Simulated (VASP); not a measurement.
CuO (Tenorite): single point with r2SCAN

The system is CuO (Tenorite).

```
CELL_PARAMETERS angstrom
2.31296 -1.69024 0.00000
2.31296 1.69024 0.00000
-0.84892 0.00000 4.99106
ATOMIC_POSITIONS crystal
Cu 0.49680 0.00320 0.50000
Cu 0.00320 0.49680 0.00000
O 0.40560 0.57140 0.75370
O 0.57140 0.40560 0.25370
```

| Property | Result |
| --- | --- |
| Program | VASP 6.6.1 |
| Task | single point |
| Functional | r2SCAN |
| Potentials or basis | VASP PAW PBE potentials, release 64 (Cu, O) |
| Cutoff | 520 eV |
| k mesh | 10 × 10 × 5 |
| Occupations | fermi-dirac, width 0.05 eV |
| Spin | no spin polarisation |

The pressure is 8.0 GPa. The largest force is 0.896 eV/Å and the band gap on the k mesh is zero (band 17 reaches 6.33 eV, above the bottom of band 18 at 5.73 eV).

Forces in eV/Å, atoms in the order of the input:
```
Cu  -0.736 -0.416  0.295
Cu  -0.736  0.416  0.295
O    0.736 -0.154 -0.295
O    0.736  0.154 -0.295
```

Stress tensor (GPa, compression positive):
```
 8.01  0.00 -2.51
 0.00  7.20  0.00
-2.51  0.00  8.66
```

Levels at points of the mesh, in eV from the Fermi level:
```tsv
k point	band 13	band 14	band 15	band 16	band 17	band 18	band 19	band 20	band 21	band 22
(0.00, 0.00, 0.00)	-2.64	-2.54	-2.44	-1.95	0.20	0.98	2.19	6.60	8.97	14.21
(0.50, 0.00, 0.00)	-2.40	-1.88	-1.75	-1.64	-0.02	0.30	5.32	7.02	7.66	12.01
(0.50, 0.50, 0.00)	-2.47	-2.41	-1.75	-1.46	-0.79	1.15	3.66	7.72	9.14	11.04
```

Run time: 2.5 min on 1 thread of Intel(R) Xeon(R) 6975P-C (Granite Rapids) (shared host), peak memory 0.25 GiB.

Caveat: the PAW data sets were made with another functional, which shifts forces and pressure a little; semilocal functionals often make such compounds metallic where correlation or magnetic order opens a gap, which also shifts bond lengths. With open d or f shells a metallic result of r2SCAN can be an artefact of self-interaction; +U or a hybrid may open a gap.
